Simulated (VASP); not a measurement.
# Rh (I4/mmm) in VASP: further runs

The runs below take Rh through single point, with PBEsol.

Everything below comes from runs of VASP 6.6.1. Logs are shortened: lines on timing, memory, paths and dates and some standing lists are left out, and cuts for length are marked.

## 1. The cell of the first run

Symmetry: I4/mmm, No. 139, tetragonal system. Conventional cell: a = 2.673 Å, b = 2.673 Å, c = 3.402 Å, α = 90.00°, β = 90.00°, γ = 90.00°. Rh (site symmetry 4/mmm) has 12 Rh at 2.54 to 2.67 Å within 3.4 Å.

## 2. Single point, PBEsol (strain -0.1000 x Voigt [1, 0, 0, 0, 0, 0])

Contents of INCAR:

```
SYSTEM = Rh
PREC = Accurate
ENCUT = 520
EDIFF = 1E-6
ISMEAR = 0
SIGMA = 0.15
LREAL = .FALSE.
LASPH = .TRUE.
NELM = 80
ALGO = Fast
ISIF = 2
LWAVE = .FALSE.
LCHARG = .FALSE.
GGA = PS
NBANDS = 14
```

Contents of KPOINTS:

```
regular mesh
0
G
  28 28 28
  0 0 0
```

Contents of POSCAR:

```
Rh
1.0
    0.0000000000      1.8899965803      1.8899965803
    1.7009969223      0.0000000000      1.8899965803
    1.7009969223      1.8899965803      0.0000000000
Rh
1
Direct
    0.0000000000      0.0000000000      0.0000000000
```

Potentials or basis: VASP PAW PBE potentials, release 64 (Rh_pv).

Started as:

```sh
$ cat potpaw_PBE.64/Rh_pv/POTCAR > POTCAR
$ mpirun -np 1 vasp_std > vasp.out
```

OUTCAR:

```text
SYSTEM = Rh
   PREC = Accurate
   ENCUT = 520
   EDIFF = 1E-6
   ISMEAR = 0
   LREAL = .FALSE.
   LASPH = .TRUE.
   NELM = 80
   ISIF = 2
   GGA = PS

 ion  position               nearest neighbor table
   1  0.000  0.000  0.000-

  LATTYP: Found a body centered tetragonal cell.
 ALAT       =     2.6728587967
 C/A-ratio  =     1.2727922062

  Lattice vectors:

 A1 = (  -1.7009969223,   0.0000000000,  -1.8899965803)
 A2 = (  -1.7009969223,   0.0000000000,   1.8899965803)
 A3 = (   1.7009969223,   1.8899965803,   0.0000000000)

Analysis of symmetry for initial positions (statically):
=====================================================================
 Subroutine PRICEL returns:
 Original cell was already a primitive cell.

 Routine SETGRP: Setting up the symmetry group for a
 body centered tetragonal supercell.

 Subroutine GETGRP returns: Found 16 space group operations
 (whereof 16 operations were pure point group operations)
 out of a pool of 16 trial point group operations.

The static configuration has the point symmetry D_4h.

Analysis of symmetry for dynamics (positions and initial velocities):
=====================================================================
 Subroutine PRICEL returns:
 Original cell was already a primitive cell.

 Routine SETGRP: Setting up the symmetry group for a
 body centered tetragonal supercell.

 Subroutine GETGRP returns: Found 16 space group operations
 (whereof 16 operations were pure point group operations)
 out of a pool of 16 trial point group operations.

The dynamic configuration has the point symmetry D_4h.

 Subroutine INISYM returns: Found 16 space group operations
 (whereof 16 operations are pure point group operations),
 and found     1 'primitive' translations

----------------------------------------------------------------------------------------

                                     Primitive cell

  volume of cell :      12.1522

  direct lattice vectors                    reciprocal lattice vectors
     0.000000000  1.889996580  1.889996580    -0.293945270  0.264550743  0.264550743
     1.700996922  0.000000000  1.889996580     0.293945270 -0.264550743  0.264550743
     1.700996922  1.889996580  0.000000000     0.293945270  0.264550743 -0.264550743

  length of vectors
     2.672858797  2.542730344  2.542730344     0.475791985  0.475791985  0.475791985

  position of ions in fractional coordinates (direct lattice)
     0.000000000  0.000000000  0.000000000

  ion indices of the primitive-cell ions
   primitive index   ion index
                 1           1

----------------------------------------------------------------------------------------

 KPOINTS: regular mesh

Automatic generation of k-mesh.
 Grid dimensions read from file:
 generate k-points for:   28   28   28

 Generating k-lattice:

  Cartesian coordinates                     Fractional coordinates (reciprocal lattice)
    -0.010498045  0.009448241  0.009448241     0.035714286  0.000000000  0.000000000
     0.010498045 -0.009448241  0.009448241     0.000000000  0.035714286  0.000000000
     0.010498045  0.009448241 -0.009448241     0.000000000  0.000000000  0.035714286

  Length of vectors
     0.016992571  0.016992571  0.016992571

  Shift w.r.t. Gamma in fractional coordinates (k-lattice)
     0.000000000  0.000000000  0.000000000

 Subroutine IBZKPT returns following result:
 ===========================================

 Found   1639 irreducible k-points:

 Following reciprocal coordinates:
            Coordinates               Weight
  0.000000  0.000000  0.000000      1.000000
  0.035714 -0.000000 -0.000000      8.000000
  0.071429 -0.000000 -0.000000      8.000000
  0.107143  0.000000  0.000000      8.000000
  0.142857 -0.000000 -0.000000      8.000000
  0.178571 -0.000000 -0.000000      8.000000
[... 16 lines left out ...]
  0.285714  0.035714 -0.000000     16.000000
  0.321429  0.035714 -0.000000     16.000000
 [... further k-points ...]
   k-points           NKPTS =   1639   k-points in BZ     NKDIM =   1639   number of bands    NBANDS=     14
   number of dos      NEDOS =    301   number of ions     NIONS =      1
   total plane-waves  NPLWV =   8000
   dimension x,y,z NGX =    20 NGY =   20 NGZ =   20
   dimension x,y,z NGXF=    40 NGYF=   40 NGZF=   40
   ions per type =               1
   NGX,Y,Z   is equivalent  to a cutoff of  12.44, 13.08, 13.08 a.u.
   NGXF,Y,Z  is equivalent  to a cutoff of  24.88, 26.15, 26.15 a.u.
 SYSTEM =  Rh
   PREC   = accura    normal or accurate (medium, high low for compatibility)
   ISTART =      0    job   : 0-new  1-cont  2-samecut
   ICHARG =      2    charge: 1-file 2-atom 10-const
   ISPIN  =      1    spin polarized calculation?
   LNONCOLLINEAR =      F non collinear calculations
   LSORBIT =      F    spin-orbit coupling
   LASPH  =      T    aspherical Exc in radial PAW
   ENCUT  =  520.0 eV  38.22 Ry    6.18 a.u.   4.97  4.73  4.73*2*pi/ulx,y,z
   NELM   =     80;   NELMIN=  2; NELMDL= -5     # of ELM steps
   EDIFF  = 0.1E-05   stopping-criterion for ELM
   LREAL  =      F    real-space projection
   EDIFFG = 0.1E-04   stopping-criterion for IOM
   NSW    =      0    number of steps for IOM
   IBRION =     -1    ionic relax: 0-MD 1-quasi-New 2-CG
   NFREE  =      0    steps in history (QN), initial steepest desc. (CG)
   ISIF   =      2    stress and relaxation
   ISYM   =      2    0-nonsym 1-usesym 2-fastsym
   POTIM  = 0.5000    time-step for ionic-motion
   TEBEG  =    0.0;   TEEND  =   0.0 temperature during run
   PSTRESS=    0.0 pullay stress
   NELECT =      15.0000    total number of electrons
   NUPDOWN=      -1.0000    fix difference up-down
   EMIN   =  10.00;   EMAX   =-10.00  energy-range for DOS
   EFERMI =   0.00;   METHOD = LEGACY
   ISMEAR =     0;   SIGMA  =   0.15  broadening in eV -4-tet -1-fermi 0-gaus
   EFERMI_NEDOS =   21; number of points for ismear=-14 and -15
   IALGO  =     68    algorithm
   IMIX   =      4    mixing-type and parameters
     AMIX     =   0.40;   BMIX     =  1.00
     AMIX_MAG =   1.60;   BMIX_MAG =  1.00
  volume/ion in A,a.u.               =      12.15        82.01
  Fermi-wavevector in a.u.,A,eV,Ry     =   1.756117  3.318580 41.959636  3.083946
  Thomas-Fermi vector in A             =   2.825730
   LORBIT       =      0    0 simple, 1 ext, 2 COOP (PROOUT), +10 PAW based schemes
   GGA     = PS    functional components
   LHFCALC =     F    Hartree Fock is set to
   AEXX    =    0.0000 exact exchange contribution
   IVDW    =     0    specifies the selected vdW correction
   LEPSILON=     F    determine dielectric tensor
   LRPA    =     F    only Hartree local field effects (RPA)
 non-spin polarized calculation
 RMM-DIIS sequential band-by-band and
 Gauss-broadening in eV      SIGMA  =   0.15
  energy-cutoff  :      520.00
  volume of cell :       12.15
 maximum number of plane-waves:       344
   NGX =  9   NGY =  9   NGZ =  9

 number of electron      15.0000004 magnetization

 Free energy of the ion-electron system (eV)
  ---------------------------------------------------
  ext. energy  EPLUGINS =         0.00000000
  ---------------------------------------------------
  free energy    TOTEN  =        -7.90082671 eV

  energy without entropy =       -7.88803203  energy(sigma->0) =       -7.89442937

 E-fermi :  14.1514     XC(G=0): -15.0248

 val. band max:       14.1507551171   @ k =   0.4286   0.3571   0.0714
 cond. band min:      14.1537919548   @ k =   0.2857   0.5000   0.1071
 fundamental gap:      0.0030368377
 Fermi energy:        14.1513978079

 k-point     1 :       0.0000    0.0000    0.0000
  band No.  band energies     occupation
      1     -32.3744      2.00000
      2     -32.3744      2.00000
      3     -32.3039      2.00000
      4       5.1843      2.00000
      5      10.1064      2.00000
      6      10.1064      2.00000
      7      11.3265      2.00000
      8      12.1464      2.00000
      9      13.6591      2.00000
     10      30.1465      0.00000
     11      34.2395      0.00000
     12      34.8336      0.00000
     13      34.8336      0.00000
     14      39.0735      0.00000

 k-point     2 :       0.0357   -0.0000   -0.0000
  band No.  band energies     occupation
      1     -32.3841      2.00000
      2     -32.3773      2.00000
      3     -32.3099      2.00000
      4       5.2434      2.00000
      5      10.1031      2.00000
      6      10.1301      2.00000
      7      11.3223      2.00000
      8      12.1400      2.00000
      9      13.6373      2.00000
     10      30.2404      0.00000
     11      34.2390      0.00000
     12      34.7429      0.00000
     13      34.9244      0.00000
     14      38.8405      0.00000

 k-point     3 :       0.0714   -0.0000   -0.0000
  band No.  band energies     occupation
      1     -32.4187      2.00000
      2     -32.3861      2.00000
      3     -32.3219      2.00000
      4       5.4172      2.00000
      5      10.0891      2.00000
      6      10.1953      2.00000
      7      11.3177      2.00000
      8      12.1280      2.00000
      9      13.5761      2.00000
     10      30.5106      0.00000
     11      34.2339      0.00000
     12      34.4244      0.00000
     13      35.1938      0.00000
     14      38.5175      0.00000

 k-point     4 :       0.1071    0.0000    0.0000
  band No.  band energies     occupation
      1     -32.4830      2.00000
      2     -32.4002      2.00000
      3     -32.3323      2.00000
      4       5.6939      2.00000
      5      10.0579      2.00000
      6      10.2824      2.00000
      7      11.3304      2.00000
      8      12.1325      2.00000
      9      13.4884      2.00000
     10      30.9220      0.00000
     11      33.8063      0.00000
     12      34.2451      0.00000
     13      35.6333      0.00000
     14      38.4988      0.00000

 k-point     5 :       0.1429   -0.0000   -0.0000
  band No.  band energies     occupation
      1     -32.5727      2.00000
      2     -32.4188      2.00000
      3     -32.3410      2.00000
      4       6.0506      2.00000
      5      10.0167      2.00000
      6      10.3586      2.00000
      7      11.3723      2.00000
      8      12.1898      2.00000
      9      13.3951      2.00000
     10      31.4093      0.00000
     11      32.9914      0.00000
[... 276 lines left out ...]
 k-point    22 :       0.2500    0.0357    0.0000
  band No.  band energies     occupation
      1     -32.8817      2.00000
      2     -32.4809      2.00000
      3     -32.3724      2.00000
      4       7.0406      2.00000
      5      10.0845      2.00000
      6      10.3724      2.00000
      7      11.5359      2.00000
      8      12.7304      2.00000
      9      13.4799      2.00000
     10      30.5540      0.00000
     11      32.3040      0.00000
     12      34.2420      0.00000
     13      38.1900      0.00000
     14      40.4855      0.00000

 k-point    23 :       0.2857    0.0357   -0.0000
  band No.  band energies     occupation
      1     -33.0059      2.00000
      2     -32.5074      2.00000
      3     -32.3812      2.00000
      4       7.2113      2.00000
      5      10.1738      2.00000
      6      10.5678      2.00000
      7      11.5031      2.00000
      8      13.1458      2.00000
      9      13.6273      2.00000
     10      29.5781      0.00000
     11      32.0302      0.00000
     12      34.2424      0.00000
     13      38.9546      0.00000
     14      40.5265      0.00000

 k-point    24 :       0.3214    0.0357   -0.0000
  band No.  band energies     occupation
      1     -33.1252      2.00000
      2     -32.5332      2.00000
      3     -32.3891      2.00000
      4       7.2451      2.00000
      5      10.0563      2.00000
      6      11.1411      2.00000
      7      11.4595      2.00000
      8      13.5975      2.00000
      9      13.8493      1.99560
     10      28.5610      0.00000
     11      31.4846      0.00000
     12      34.2429      0.00000
     13      39.2962      0.00000
     14      39.7322      0.00000

 [... further k-points ...]
[... 5 lines left out ...]
  --------------------------------------------------------------------------------------
  -------------------------------------------------------------------------------------
  Total        4.7906890      2.4319495      2.4319495      0.0000000      0.0000000      0.0000000
  in kB      631.6158273    320.6340071    320.6340071      0.0000000      0.0000000      0.0000000
  external PRESSURE =     424.2946139 kB  Pullay stress =       0.0000000 kB

 VOLUME and BASIS-vectors are now :
 -----------------------------------------------------------------------------
  energy-cutoff  :      520.00
  volume of cell :       12.15
      direct lattice vectors                 reciprocal lattice vectors
     0.000000000  1.889996580  1.889996580    -0.293945270  0.264550743  0.264550743
     1.700996922  0.000000000  1.889996580     0.293945270 -0.264550743  0.264550743
     1.700996922  1.889996580  0.000000000     0.293945270  0.264550743 -0.264550743

 POSITION                                       TOTAL-FORCE (eV/Angst)
 -----------------------------------------------------------------------------------
      0.00000      0.00000      0.00000         0.000000     -0.000000      0.000000
 -----------------------------------------------------------------------------------
    total drift:                                0.000000     -0.000000     -0.000000

  FREE ENERGIE OF THE ION-ELECTRON SYSTEM (eV)
  ---------------------------------------------------
  free  energy   TOTEN  =        -7.9008267116 eV

  energy  without entropy=       -7.8880320301  energy(sigma->0) =       -7.89442937
```

Wall time 1.8 min (1 thread of Intel Xeon 6975P-C (Granite Rapids), shared host); peak memory 0.35 GiB.

What came out:

| Property | Result |
| --- | --- |
| Free energy | -7.9008 eV |
| Pressure | 42.4 GPa |

Levels at points of the mesh, in eV from the Fermi level:
```
           k point  band 3  band 4  band 5  band 6  band 7  band 8  band 9  band 10  band 11  band 12
(0.00, 0.00, 0.00)  -46.46   -8.97   -4.04   -4.04   -2.82   -2.00   -0.49    16.00    20.09    20.68
(0.50, 0.00, 0.00)  -46.55   -7.26   -4.51   -3.02    0.37    0.61    1.14    10.08    15.21    20.09
(0.50, 0.50, 0.00)  -46.76   -7.55   -7.01    0.62    0.67    1.71    2.61    12.91    13.92    15.62
(0.00, 0.50, 0.50)  -47.07   -7.63   -7.28    0.72    1.31    1.31    5.17    12.70    12.70    16.13
```

Caveat: the cell differs from its parent crystal (strain -0.1000 x Voigt [1, 0, 0, 0, 0, 0]); the PAW data sets were made with another functional, which shifts forces and pressure a little.

## 3. Single point, PBEsol (strain -0.0500 x Voigt [1, 0, 0, 0, 0, 0])

Contents of INCAR:

```
ALGO = Fast
EDIFF = 1E-7
ENCUT = 520
GGA = PS
ISIF = 2
ISMEAR = 0
LASPH = T
LCHARG = T
LELF = T
LREAL = F
LVHAR = T
LWAVE = F
NBANDS = 14
NELM = 80
PREC = Accurate
SIGMA = 0.15
```

Contents of KPOINTS:

```
k-points
0
Gamma
  28 28 28
```

Contents of POSCAR:

```
Rh
1.0
    0.0000000000      1.8899965803      1.8899965803
    1.7954967513      0.0000000000      1.8899965803
    1.7954967513      1.8899965803      0.0000000000
Rh
1
Direct
    0.0000000000      0.0000000000      0.0000000000
```

Potentials or basis: VASP PAW PBE potentials, release 64 (Rh_pv).

Started as:

```sh
$ cat potpaw_PBE.64/Rh_pv/POTCAR > POTCAR
$ mpirun -np 1 vasp_std > vasp.out
```

It took 2.3 min on 1 thread of Intel Xeon 6975P-C (Granite Rapids), shared host; peak memory 0.36 GiB.

The run converged. Its results:

* Free energy: -8.0896 eV
* Pressure: 17.7 GPa

Stress tensor (GPa, compression positive):
```
27.44  0.00  0.00
 0.00 12.84  0.00
 0.00  0.00 12.84
```

Levels at points of the mesh, in eV from the Fermi level:
```tsv
k point	band 5	band 6	band 7	band 8	band 9	band 10
(0.00, 0.00, 0.00)	-3.62	-3.62	-3.04	-1.47	-0.74	15.91
(0.50, 0.00, 0.00)	-3.85	-3.19	0.50	0.60	0.83	9.36
(0.50, 0.50, 0.00)	-6.59	0.63	0.85	1.36	2.91	12.66
(0.00, 0.50, 0.50)	-6.67	0.62	1.16	1.16	4.08	13.02
```

Caveat: the cell differs from its parent crystal (strain -0.0500 x Voigt [1, 0, 0, 0, 0, 0]); the PAW data sets were made with another functional, which shifts forces and pressure a little.

## 4. Single point, PBEsol (strain +0.1000 x Voigt [1, 0, 0, 0, 0, 0])

Contents of INCAR:

```
  PREC = Accurate
  ENCUT = 520
  EDIFF = 1E-7
  ISMEAR = 0
  SIGMA = 0.15
  LREAL = F
  LASPH = T
  NELM = 100
  ALGO = Fast
  ISIF = 2
  LWAVE = F
  LCHARG = F
  GGA = PS
  NBANDS = 14
```

Contents of KPOINTS:

```
regular mesh
0
Gamma
  28 28 28
```

Contents of POSCAR:

```
Rh
1.0
    0.0000000000      1.8899965803      1.8899965803
    2.0789962383      0.0000000000      1.8899965803
    2.0789962383      1.8899965803      0.0000000000
Rh
1
Direct
    0.0000000000      0.0000000000      0.0000000000
```

Started as:

```sh
$ cat potpaw_PBE.64/Rh_pv/POTCAR > POTCAR
$ mpirun -np 1 vasp_std > vasp.out
```

Run time: 2.4 min. Hardware: 1 thread of Intel Xeon 6975P-C (Granite Rapids), shared host; peak memory 0.4 GiB.

Results (log left out):

```yaml
Free_energy: -7.9876 eV
Pressure: -20.7 GPa
```

Stress tensor (GPa, compression positive):
```
-33.31   0.00   0.00
  0.00 -14.34   0.00
  0.00   0.00 -14.34
```

Levels at points of the mesh, in eV from the Fermi level:
| k point | band 5 | band 6 | band 7 | band 8 | band 9 | band 10 |
| --- | --- | --- | --- | --- | --- | --- |
| (0.00, 0.00, 0.00) | -3.35 | -2.36 | -2.36 | -1.49 | -0.32 | 16.12 |
| (0.50, 0.00, 0.00) | -3.23 | -2.31 | 0.32 | 0.71 | 0.79 | 7.91 |
| (0.50, 0.50, 0.00) | -5.25 | 0.40 | 0.44 | 1.33 | 3.78 | 11.94 |
| (0.00, 0.50, 0.50) | -5.29 | 0.59 | 0.81 | 0.81 | 1.93 | 9.65 |

Caveat: the cell differs from its parent crystal (strain +0.1000 x Voigt [1, 0, 0, 0, 0, 0]); the PAW data sets were made with another functional, which shifts forces and pressure a little.

## 5. Summary

```csv
cell,further INCAR settings,gap on the mesh (eV),pressure (GPa)
"a = 2.673, b = 2.543, c = 2.543 Å, angles 63.4, 58.3, 58.3°, 1 atom",ALGO = Fast; EDIFF = 1e-06; NBANDS = 14,none,42.4
"a = 2.673, b = 2.607, c = 2.607 Å, angles 61.7, 59.2, 59.2°, 1 atom",ALGO = Fast; EDIFF = 1e-07; NBANDS = 14,none,17.7
"a = 2.673, b = 2.810, c = 2.810 Å, angles 56.8, 61.6, 61.6°, 1 atom",ALGO = Fast; EDIFF = 1e-07; NBANDS = 14,none,-20.7
```

Alike in all rows: task single point; level PBEsol; potentials or basis VASP PAW PBE potentials, release 64 (Rh_pv); no spin polarisation; k mesh 28 × 28 × 28; cutoff (eV) 520; smearing gaussian 0.15 eV.

Caveats: the PAW data sets were made with another functional, which shifts forces and pressure a little.

Absolute energies hang on the potentials; compare differences alone.
